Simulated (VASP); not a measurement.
Runs of VASP 6.6.1 on Ag. The structure is that of space group Fm-3m (No. 225), or close to it. The cells are those of the table. 

| cell | gap on the mesh (eV) | pressure (GPa) |
| --- | --- | --- |
| a = 2.658 Å, angles 60.0°, 1 atom | none | 61.9 |
| a = 3.063, b = 3.063, c = 3.005 Å, angles 60.6, 60.6, 58.7°, 1 atom | none | (b) |
| a = 3.063, b = 3.063, c = 3.121 Å, angles 59.4, 59.4, 61.2°, 1 atom | none | -8.8 |
| a = 2.892, b = 2.892, c = 2.774 Å, angles 61.3, 61.3, 57.3°, 1 atom | none | (c) |
| a = 2.717, b = 2.717, c = 2.774 Å, angles 59.3, 59.3, 61.4°, 1 atom | none | 34.6 |
| a = 3.121 Å, angles 60.0°, 1 atom | none | -9.9 |
| a = 3.007, b = 3.007, c = 2.889 Å, angles 61.3, 61.3, 57.4°, 1 atom | none | (a) |
| a = 2.948, b = 2.948, c = 3.005 Å, angles 59.4, 59.4, 61.3°, 1 atom | none | -2.9 |

Alike in all rows: task single point; level PBE; potentials or basis VASP PAW PBE potentials, release 64 (Ag); no spin polarisation; k mesh 20 × 20 × 20; cutoff (eV) 520; smearing gaussian 0.15 eV.

Estimate the missing entries.

(a) -2.6; (b) -7.3; (c) 10.3.

A k mesh can miss the band edges, and the runs leave out spin-orbit coupling on Ag.

A gap of «none» marks levels without a gap at the run's occupations.
